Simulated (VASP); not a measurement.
Ge, 4 atoms in the cell. The structure is hexagonal, space group P6_3/mmc (No. 194). Conventional cell: a = 3.243 Å, b = 3.243 Å, c = 10.718 Å, α = 90.00°, β = 90.00°, γ = 120.00°. Within 4.3 Å of Ge (site symmetry -3m) lie 12 Ge at 3.24 to 3.27 Å. Ge (site symmetry -6m2) has 12 Ge at 3.24 to 3.27 Å within 4.3 Å.  This cell differs from its parent crystal: volume scaled by 1.12.

```yaml
Program: VASP 6.6.1
Task: single point
Functional: BLYP
Potentials_or_basis: VASP PAW PBE potentials, release 64 (Ge_d)
Cutoff: 520 eV
k_mesh: 13 × 13 × 4
Occupations: fermi-dirac, width 0.1 eV
Spin: no spin polarisation
Dipole_correction: no
Further_INCAR_settings: ALGO = Normal; EDIFF = 1e-07; NBANDS = 36
```

Potentials or basis: VASP PAW PBE potentials, release 64 (Ge_d).

Launch:

```bash
$ cat potpaw_PBE.64/Ge_d/POTCAR > POTCAR
$ mpirun -np 1 vasp_std > vasp.out
```

Hardware: 1 thread of AMD EPYC 9R45 96-Core Processor (Zen 5), with other jobs on the host.

**Question.** Estimate the wall time of this run.

**Answer.** Wall time 2.4 min on 1 thread of AMD EPYC 9R45 96-Core Processor (Zen 5), with other jobs on the host, peak memory 0.27 GiB. Counts: scf iterations 15, k points 63.
